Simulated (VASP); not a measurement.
Here is a VASP 6.6.1 calculation.

File INCAR:

```
SYSTEM = Te
PREC = Accurate
ENCUT = 520
EDIFF = 1E-6
ISMEAR = 0
SIGMA = 0.1
LREAL = .False.
LASPH = .True.
NELM = 100
ALGO = Normal
ISIF = 2
LWAVE = .False.
LCHARG = .False.
GGA = PS
NBANDS = 16
```

The input KPOINTS:

```
regular mesh
0
Gamma
  12 12 8
  0 0 0
```

The input POSCAR:

```
Te
1.0
    4.3181346869      0.0000000000      0.0000000000
   -2.1590673435      3.7396143358      0.0000000000
    0.0000000000      0.0000000000      5.9563484347
Te
3
Direct
    0.2837731515      0.0000000000      0.3333333333
    0.0000000000      0.2837731515      0.6666666667
    0.7162268485      0.7162268485      0.0000000000
```

Potentials or basis: VASP PAW PBE potentials, release 64 (Te).

Run with:

```bash
$ cat potpaw_PBE.64/Te/POTCAR > POTCAR
$ mpirun -np 1 vasp_std > vasp.out
```

Q: Predict the pressure.

A: 0.1 GPa.

Q: Predict the largest force.

A: 0.020 eV/Å.

Q: What does it give for the band gap on the k mesh?

A: Zero (filled and empty bands touch).

Forces in eV/Å, atoms in the order of the input:
```
Te   0.020  0.000  0.000
Te  -0.010  0.018  0.000
Te  -0.010 -0.018  0.000
```

Caveat: the PAW data sets were made with another functional, which shifts forces and pressure a little; spin-orbit coupling is left out, which moves the levels of the heavy elements.
